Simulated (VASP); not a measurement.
# Ir (P2_1/m) in VASP: a series of runs, part 2 of 2

VASP 6.6.1. Earlier steps stand in the parts before.

**3. Single point, PBEsol (strain +0.0175 x Voigt [0, 0, 0, 0, 0, 1])**

The input, INCAR:

```
SYSTEM = Ir
  PREC = Accurate
  ENCUT = 520
  EDIFF = 1E-6
  ISMEAR = 0
  SIGMA = 0.15
  LREAL = .FALSE.
  LASPH = .TRUE.
  NELM = 100
  ALGO = Fast
  ISIF = 2
  LWAVE = .FALSE.
  LCHARG = .TRUE.
  GGA = PS
  LELF = .TRUE.
  LVHAR = .TRUE.
  NBANDS = 16
```

The input, KPOINTS:

```
regular mesh
0
G
  18 18 12
  0 0 0
```

The input, POSCAR:

```
Ir
1.0
    2.7513778946      0.0240745566      0.0000000000
   -1.3548397697      2.3707258738      0.0000000000
    0.0000000000      0.0000000000      4.4622900000
Ir
2
Direct
    0.6666666667      0.3333333333      0.7500000000
    0.3333333333      0.6666666667      0.2500000000
```

Potentials or basis: VASP PAW PBE potentials, release 64 (Ir).

Command:

```console
$ cat potpaw_PBE.64/Ir/POTCAR > POTCAR
$ mpirun -np 1 vasp_std > vasp.out
```

OUTCAR:

```text
SYSTEM = Ir
   PREC = Accurate
   ENCUT = 520
   EDIFF = 1E-6
   ISMEAR = 0
   LREAL = .FALSE.
   LASPH = .TRUE.
   NELM = 100
   ISIF = 2
   GGA = PS

 ion  position               nearest neighbor table
   1  0.667  0.333  0.750-   2 2.73   2 2.73   2 2.74   2 2.74   2 2.75   2 2.75
   2  0.333  0.667  0.250-   1 2.73   1 2.73   1 2.74   1 2.74   1 2.75   1 2.75

  Warning from LATTYP: Monoclinic adjustment (A1->A3, A2->A1, A3->A2)!
  LATTYP: Found a simple monoclinic cell.
 ALAT       =     2.7305552494
 B/A-ratio  =     1.6342060835
 C/A-ratio  =     1.0076643640
 COS(beta)  =    -0.4885617497

  Lattice vectors:
[... 648 lines left out ...]

  FORCE on cell =-STRESS in cart. coord.  units (eV):
  Direction    XX          YY          ZZ          XY          YZ          ZX
  --------------------------------------------------------------------------------------
  -------------------------------------------------------------------------------------
  Total       -2.1194654     -2.0855774     -2.1738118     -0.6218067      0.0000000      0.0000000
  in kB     -116.0863765   -114.2302792   -119.0630111    -34.0573109      0.0000000      0.0000000
  external PRESSURE =    -116.4598889 kB  Pullay stress =       0.0000000 kB

 VOLUME and BASIS-vectors are now :
 -----------------------------------------------------------------------------
  energy-cutoff  :      520.00
  volume of cell :       29.25
      direct lattice vectors                 reciprocal lattice vectors
     2.751377895  0.024074557  0.000000000     0.361645839  0.206676010  0.000000000
    -1.354839770  2.370725874  0.000000000    -0.003672488  0.419712957  0.000000000
     0.000000000  0.000000000  4.462290000     0.000000000  0.000000000  0.224100182

 POSITION                                       TOTAL-FORCE (eV/Angst)
 -----------------------------------------------------------------------------------
      1.38264      0.80629      3.34672         0.021460      0.000803      0.000000
      0.01390      1.58851      1.11557        -0.021460     -0.000803     -0.000000
 -----------------------------------------------------------------------------------
    total drift:                                0.000000     -0.000000      0.000000

  FREE ENERGIE OF THE ION-ELECTRON SYSTEM (eV)
  ---------------------------------------------------
  free  energy   TOTEN  =       -19.4579760844 eV

  energy  without entropy=      -19.4318777659  energy(sigma->0) =      -19.44492693
```

OSZICAR:

```text
N       E                     dE             d eps       ncg     rms          rms(c)
DAV:   1     0.139097083875E+03    0.13910E+03   -0.84378E+03 36744   0.113E+03
DAV:   2    -0.169678907523E+02   -0.15606E+03   -0.14052E+03 36768   0.305E+02
DAV:   3    -0.206880644882E+02   -0.37202E+01   -0.36627E+01 50352   0.557E+01
DAV:   4    -0.207286674096E+02   -0.40603E-01   -0.40586E-01 41624   0.496E+00
DAV:   5    -0.207297867252E+02   -0.11193E-02   -0.11193E-02 51560   0.860E-01    0.209E+01
RMM:   6    -0.196401261904E+02    0.10897E+01   -0.12695E+00 36972   0.122E+01    0.789E+00
RMM:   7    -0.194642257857E+02    0.17590E+00   -0.62921E-01 38402   0.586E+00    0.221E+00
RMM:   8    -0.194672316812E+02   -0.30059E-02   -0.75782E-02 42881   0.297E+00    0.188E+00
RMM:   9    -0.194653975805E+02    0.18341E-02   -0.16751E-02 43078   0.925E-01    0.118E+00
RMM:  10    -0.194577566487E+02    0.76409E-02   -0.17277E-02 38778   0.174E+00    0.573E-01
RMM:  11    -0.194581060533E+02   -0.34940E-03   -0.96944E-04 41478   0.326E-01    0.424E-01
RMM:  12    -0.194581134746E+02   -0.74213E-05   -0.32557E-04 46679   0.120E-01    0.348E-01
RMM:  13    -0.194581273441E+02   -0.13870E-04   -0.43042E-05 45854   0.464E-02    0.369E-01
RMM:  14    -0.194580155865E+02    0.11176E-03   -0.15241E-04 47250   0.131E-01    0.146E-01
RMM:  15    -0.194579794591E+02    0.36127E-04   -0.85467E-05 43488   0.832E-02    0.369E-02
RMM:  16    -0.194579769631E+02    0.24960E-05   -0.20412E-05 41733   0.330E-02    0.210E-02
RMM:  17    -0.194579758764E+02    0.10867E-05   -0.43756E-06 39551   0.178E-02    0.601E-03
RMM:  18    -0.194579760844E+02   -0.20806E-06   -0.12169E-06 23373   0.797E-03
   1 F= -.19457976E+02 E0= -.19444927E+02  d E =-.260983E-01
```

It took 11 min on 1 thread of Intel Xeon 8259CL, shared host; peak memory 0.53 GiB.

Results:

* Free energy: -19.4580 eV
* Pressure: -11.6 GPa
* Largest force: 0.021 eV/Å
* Band gap on the k mesh: zero (bands 9 and 10 overlap by 3.31 eV)

Forces in eV/Å, atoms in the order of the input:
```
Ir   0.021  0.001  0.000
Ir  -0.021 -0.001  0.000
```

Caveat: the cell differs from its parent crystal (strain +0.0175 x Voigt [0, 0, 0, 0, 0, 1]); the cell stands under tension; the PAW data sets were made with another functional, which shifts forces and pressure a little; spin-orbit coupling is left out, which moves the levels of the heavy elements.

**4. Single point, PBEsol (strain +0.0125 x Voigt [0, 0, 0, 0, 0, 1])**

The input, INCAR:

```
  PREC = Accurate
  ENCUT = 520
  EDIFF = 1E-6
  ISMEAR = 0
  SIGMA = 0.15
  LREAL = F
  LASPH = T
  NELM = 100
  ALGO = Fast
  ISIF = 2
  LWAVE = F
  LCHARG = F
  GGA = PS
  NBANDS = 16
```

The input, KPOINTS:

```
Automatic mesh
0
Gamma
  18 18 12
```

The input, POSCAR:

```
Ir
1.0
    2.7513778946      0.0171961118      0.0000000000
   -1.3607966776      2.3741650962      0.0000000000
    0.0000000000      0.0000000000      4.4622900000
Ir
2
Direct
    0.6666666667      0.3333333333      0.7500000000
    0.3333333333      0.6666666667      0.2500000000
```

Command:

```console
$ cat potpaw_PBE.64/Ir/POTCAR > POTCAR
$ mpirun -np 1 vasp_std > vasp.out
```

Wall time 12 min (1 thread of Intel Xeon 8259CL, shared host); peak memory 0.53 GiB.

Results (log left out):

* Free energy: -19.4606 eV
* Pressure: -11.7 GPa
* Largest force: 0.016 eV/Å
* Band gap on the k mesh: zero (bands 9 and 10 overlap by 3.27 eV)

Forces on the atoms (eV/Å):
```
Ir   0.016  0.000  0.000
Ir  -0.016  0.000  0.000
```

Stress tensor (GPa, compression positive):
```
-11.65  -2.43   0.00
 -2.43 -11.56   0.00
  0.00   0.00 -11.90
```

Levels at points of the mesh, in eV from the Fermi level:
```csv
k point,band 6,band 7,band 8,band 9,band 10,band 11,band 12,band 13
"(0.00, 0.00, 0.00)",-3.16,-2.94,-2.31,-2.25,-0.80,0.23,0.29,6.73
"(0.50, 0.00, 0.00)",-3.40,-2.95,0.64,0.94,1.04,2.77,4.15,7.91
"(0.00, 0.50, 0.00)",-3.36,-2.88,0.66,0.91,1.06,2.82,4.23,8.00
"(0.50, 0.50, 0.00)",-3.32,-2.81,0.70,0.89,1.09,2.86,4.29,8.10
"(0.00, 0.00, 0.50)",-3.90,-3.69,-3.69,-0.50,-0.50,-0.43,-0.43,13.54
"(0.50, 0.00, 0.50)",-1.98,-0.98,-0.98,0.88,0.88,1.90,1.90,7.24
"(0.00, 0.50, 0.50)",-2.04,-0.95,-0.95,0.90,0.90,1.94,1.94,7.34
"(0.50, 0.50, 0.50)",-2.10,-0.91,-0.91,0.93,0.93,1.98,1.98,7.44
```

Caveat: the cell differs from its parent crystal (strain +0.0125 x Voigt [0, 0, 0, 0, 0, 1]); the cell stands under tension; the PAW data sets were made with another functional, which shifts forces and pressure a little; spin-orbit coupling is left out, which moves the levels of the heavy elements.

**5. Overview**

```tsv
cell	gap on the mesh (eV)	pressure (GPa)	largest force (eV/Å)
a = 2.751, b = 2.745, c = 4.462 Å, angles 90.0, 90.0, 119.8°, 2 atoms	none	-11.7	0.01
a = 2.751, b = 2.731, c = 4.462 Å, angles 90.0, 90.0, 119.2°, 2 atoms	none	-11.6	0.02
a = 2.751, b = 2.736, c = 4.462 Å, angles 90.0, 90.0, 119.5°, 2 atoms	none	-11.7	0.02
```

Alike in all rows: task single point; level PBEsol; potentials or basis VASP PAW PBE potentials, release 64 (Ir); no spin polarisation; k mesh 18 × 18 × 12; cutoff (eV) 520; smearing gaussian 0.15 eV.

Caveats: the cell stands under tension; the PAW data sets were made with another functional, which shifts forces and pressure a little; spin-orbit coupling is left out, which moves the levels of the heavy elements.

Absolute energies hang on the potentials; compare differences alone.
